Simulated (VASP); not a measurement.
# CoSi2 (MoSi2 type) (I4/mmm) in VASP: further runs, part 2 of 3

VASP 6.6.1.

## Step 3: Single point, PBE

INCAR

```
SYSTEM = CoSi2
PREC     = Accurate       ! precision mode
ENCUT    = 520            ! plane-wave cutoff, eV
EDIFF    = 1E-6           ! SCF threshold, eV
ISMEAR   = -1             ! smearing method
SIGMA    = 0.1            ! smearing width, eV
LREAL    = .False.        ! projectors in reciprocal space
LASPH    = .True.         ! aspherical terms in the spheres
NELM     = 100            ! most SCF steps
ALGO     = Normal         ! electronic algorithm
ISIF     = 2              ! what is computed and relaxed
LWAVE    = .False.        ! write WAVECAR
LCHARG   = .True.         ! write CHGCAR
GGA      = PE             ! functional
LELF     = .True.         ! ELF
LVHAR    = .True.       
NBANDS   = 16             ! bands
```

KPOINTS

```
regular mesh
0
Gamma
  16 16 16
  0 0 0
```

POSCAR

```
CoSi2
1.0
   -1.4615869255      1.4615869255      3.3535973889
    1.4615869255     -1.4615869255      3.3535973889
    1.4615869255      1.4615869255     -3.3535973889
Co Si
1 2
Direct
    0.0000000000      0.0000000000      0.0000000000
    0.3351912272      0.3351912272      0.0000000000
   -0.3351912272     -0.3351912272      0.0000000000
```

Potentials or basis: VASP PAW PBE potentials, release 64 (Co, Si).

On the command line:

```bash
> cat potpaw_PBE.64/Co/POTCAR potpaw_PBE.64/Si/POTCAR > POTCAR
> mpirun -np 1 vasp_std > vasp.out
```

OUTCAR:

```text
SYSTEM = CoSi2
   PREC = Accurate
   ENCUT = 520
   EDIFF = 1E-6
   ISMEAR = -1
   LREAL = .False.
   LASPH = .True.
   NELM = 100
   ISIF = 2
   GGA = PE

 ion  position               nearest neighbor table
   1  0.000  0.000  0.000-   2 2.25   3 2.25   3 2.34   2 2.34   3 2.34   3 2.34   3 2.34   2 2.34
                             2 2.34   2 2.34
   2  0.335  0.335  0.000-   3 2.21   1 2.25   1 2.34   1 2.34   1 2.34   1 2.34   3 2.36   3 2.36
                             3 2.36   3 2.36
   3  0.665  0.665  0.000-   2 2.21   1 2.25   1 2.34   1 2.34   1 2.34   1 2.34   2 2.36   2 2.36
                             2 2.36   2 2.36

  LATTYP: Found a body centered tetragonal cell.
 ALAT       =     2.9231738510
 C/A-ratio  =     2.2944905502

  Lattice vectors:

 A1 = (  -1.4615869255,   1.4615869255,   3.3535973889)
 A2 = (   1.4615869255,  -1.4615869255,   3.3535973889)
 A3 = (   1.4615869255,   1.4615869255,  -3.3535973889)

Analysis of symmetry for initial positions (statically):
=====================================================================
 Subroutine PRICEL returns:
 Original cell was already a primitive cell.

 Routine SETGRP: Setting up the symmetry group for a
 body centered tetragonal supercell.

 Subroutine GETGRP returns: Found 16 space group operations
 (whereof 16 operations were pure point group operations)
 out of a pool of 16 trial point group operations.

The static configuration has the point symmetry D_4h.

Analysis of symmetry for dynamics (positions and initial velocities):
=====================================================================
 Subroutine PRICEL returns:
 Original cell was already a primitive cell.

 Routine SETGRP: Setting up the symmetry group for a
 body centered tetragonal supercell.

 Subroutine GETGRP returns: Found 16 space group operations
 (whereof 16 operations were pure point group operations)
 out of a pool of 16 trial point group operations.

The dynamic configuration has the point symmetry D_4h.

 Subroutine INISYM returns: Found 16 space group operations
 (whereof 16 operations are pure point group operations),
 and found     1 'primitive' translations

----------------------------------------------------------------------------------------

                                     Primitive cell

  volume of cell :      28.6563

  direct lattice vectors                    reciprocal lattice vectors
    -1.461586926  1.461586926  3.353597389     0.000000000  0.342093919  0.149093628
     1.461586926 -1.461586926  3.353597389     0.342093919  0.000000000  0.149093628
     1.461586926  1.461586926 -3.353597389     0.342093919  0.342093919  0.000000000

  length of vectors
     3.939427386  3.939427386  3.939427386     0.373171756  0.373171756  0.483793861

  position of ions in fractional coordinates (direct lattice)
     0.000000000  0.000000000  0.000000000
     0.335191227  0.335191227  0.000000000
     0.664808773  0.664808773  0.000000000

  ion indices of the primitive-cell ions
   primitive index   ion index
                 1           1
                 2           2
                 3           3
[... 21 lines left out ...]

 Subroutine IBZKPT returns following result:
 ===========================================

 Found    349 irreducible k-points:

 Following reciprocal coordinates:
            Coordinates               Weight
  0.000000  0.000000  0.000000      1.000000
  0.062500  0.000000  0.000000      8.000000
  0.125000  0.000000  0.000000      8.000000
  0.187500  0.000000  0.000000      8.000000
  0.250000  0.000000  0.000000      8.000000
  0.312500  0.000000 -0.000000      8.000000
[... 16 lines left out ...]
 -0.125000  0.062500  0.000000     16.000000
 -0.062500  0.062500  0.000000      4.000000
 [... further k-points ...]
   k-points           NKPTS =    349   k-points in BZ     NKDIM =    349   number of bands    NBANDS=     16
   number of dos      NEDOS =    301   number of ions     NIONS =      3
   total plane-waves  NPLWV =  27000
   dimension x,y,z NGX =    30 NGY =   30 NGZ =   30
   dimension x,y,z NGXF=    60 NGYF=   60 NGZF=   60
   ions per type =               1   2
   NGX,Y,Z   is equivalent  to a cutoff of  12.66, 12.66, 12.66 a.u.
   NGXF,Y,Z  is equivalent  to a cutoff of  25.32, 25.32, 25.32 a.u.
 SYSTEM =  CoSi2
   PREC   = accura    normal or accurate (medium, high low for compatibility)
   ISTART =      0    job   : 0-new  1-cont  2-samecut
   ICHARG =      2    charge: 1-file 2-atom 10-const
   ISPIN  =      1    spin polarized calculation?
   LNONCOLLINEAR =      F non collinear calculations
   LSORBIT =      F    spin-orbit coupling
   LASPH  =      T    aspherical Exc in radial PAW
   ENCUT  =  520.0 eV  38.22 Ry    6.18 a.u.   7.32  7.32  7.32*2*pi/ulx,y,z
   NELM   =    100;   NELMIN=  2; NELMDL= -5     # of ELM steps
   EDIFF  = 0.1E-05   stopping-criterion for ELM
   LREAL  =      F    real-space projection
   EDIFFG = 0.1E-04   stopping-criterion for IOM
   NSW    =      0    number of steps for IOM
   IBRION =     -1    ionic relax: 0-MD 1-quasi-New 2-CG
   NFREE  =      0    steps in history (QN), initial steepest desc. (CG)
   ISIF   =      2    stress and relaxation
   ISYM   =      2    0-nonsym 1-usesym 2-fastsym
   POTIM  = 0.5000    time-step for ionic-motion
   TEBEG  =    0.0;   TEEND  =   0.0 temperature during run
   PSTRESS=    0.0 pullay stress
   NELECT =      17.0000    total number of electrons
   NUPDOWN=      -1.0000    fix difference up-down
   EMIN   =  10.00;   EMAX   =-10.00  energy-range for DOS
   EFERMI =   0.00;   METHOD = LEGACY
   ISMEAR =    -1;   SIGMA  =   0.10  broadening in eV -4-tet -1-fermi 0-gaus
   EFERMI_NEDOS =   21; number of points for ismear=-14 and -15
   IALGO  =     38    algorithm
   IMIX   =      4    mixing-type and parameters
     AMIX     =   0.40;   BMIX     =  1.00
     AMIX_MAG =   1.60;   BMIX_MAG =  1.00
  volume/ion in A,a.u.               =       9.55        64.46
  Fermi-wavevector in a.u.,A,eV,Ry     =   1.375575  2.599461 25.745048  1.892208
  Thomas-Fermi vector in A             =   2.500899
   LORBIT       =      0    0 simple, 1 ext, 2 COOP (PROOUT), +10 PAW based schemes
   GGA     = PE    functional components
   LHFCALC =     F    Hartree Fock is set to
   AEXX    =    0.0000 exact exchange contribution
   IVDW    =     0    specifies the selected vdW correction
   LEPSILON=     F    determine dielectric tensor
   LRPA    =     F    only Hartree local field effects (RPA)
 non-spin polarized calculation
  energy-cutoff  :      520.00
  volume of cell :       28.66
 maximum number of plane-waves:       801
 NGX is ok and might be reduce to    30
   NGX = 15   NGY = 15   NGZ = 15

 number of electron      17.0000000 magnetization

 Free energy of the ion-electron system (eV)
  ---------------------------------------------------
  ext. energy  EPLUGINS =         0.00000000
  ---------------------------------------------------
  free energy    TOTEN  =       -17.01041476 eV

  energy without entropy =      -16.97655515  energy(sigma->0) =      -16.99348495

 E-fermi :  15.8186     XC(G=0): -13.3350

 val. band max:       15.8150518206   @ k =   0.1250   0.0000   0.0000
 cond. band min:      15.8289623069   @ k =  -0.3750   0.3750   0.3750
 fundamental gap:      0.0139104863
 Fermi energy:        15.8186051256

 k-point     1 :       0.0000    0.0000    0.0000
  band No.  band energies     occupation
      1      -1.2706      2.00000
      2       8.1922      2.00000
      3      11.5550      2.00000
      4      11.5550      2.00000
      5      11.6307      2.00000
      6      12.1289      2.00000
[... 433 lines left out ...]
      3      11.2909      2.00000
      4      11.3172      2.00000
      5      11.6114      2.00000
      6      12.3711      2.00000
[... 8 lines left out ...]
     15      25.8323      0.00000
     16      26.9330      0.00000

 [... further k-points ...]

------------------------ aborting loop because EDIFF is reached ----------------------------------------

  FORCE on cell =-STRESS in cart. coord.  units (eV):
  Direction    XX          YY          ZZ          XY          YZ          ZX
  --------------------------------------------------------------------------------------
  -------------------------------------------------------------------------------------
  Total       11.7769038     11.7769038     11.8324212      0.0000000     -0.0000000      0.0000000
  in kB      658.4480223    658.4480223    661.5520063      0.0000000     -0.0000000      0.0000000
  external PRESSURE =     659.4826836 kB  Pullay stress =       0.0000000 kB

 VOLUME and BASIS-vectors are now :
 -----------------------------------------------------------------------------
  energy-cutoff  :      520.00
  volume of cell :       28.66
      direct lattice vectors                 reciprocal lattice vectors
    -1.461586926  1.461586926  3.353597389     0.000000000  0.342093919  0.149093628
     1.461586926 -1.461586926  3.353597389     0.342093919  0.000000000  0.149093628
     1.461586926  1.461586926 -3.353597389     0.342093919  0.342093919  0.000000000

 POSITION                                       TOTAL-FORCE (eV/Angst)
 -----------------------------------------------------------------------------------
      0.00000      0.00000      0.00000        -0.000000     -0.000000      0.000000
      0.00000      0.00000      2.24819         0.000000      0.000000      0.006823
      0.00000      0.00000      4.45900         0.000000      0.000000     -0.006823
 -----------------------------------------------------------------------------------
    total drift:                               -0.000000      0.000000      0.000000

  FREE ENERGIE OF THE ION-ELECTRON SYSTEM (eV)
  ---------------------------------------------------
  free  energy   TOTEN  =       -17.0104147572 eV

  energy  without entropy=      -16.9765551474  energy(sigma->0) =      -16.99348495
```

It took 6 min on 1 thread of AMD EPYC 7R13, shared host; peak memory 0.27 GiB.

Results:

| Property | Result |
| --- | --- |
| Free energy | -17.0104 eV |
| Pressure | 65.9 GPa |
| Largest force | 0.007 eV/Å |

Forces on the atoms (eV/Å):
```
Co   0.000  0.000  0.000
Si   0.000  0.000  0.007
Si   0.000  0.000 -0.007
```

Spin polarisation is off, so any magnetic state and its effect on volume and gap are missing.

(Part 2 of 3 ends here.)
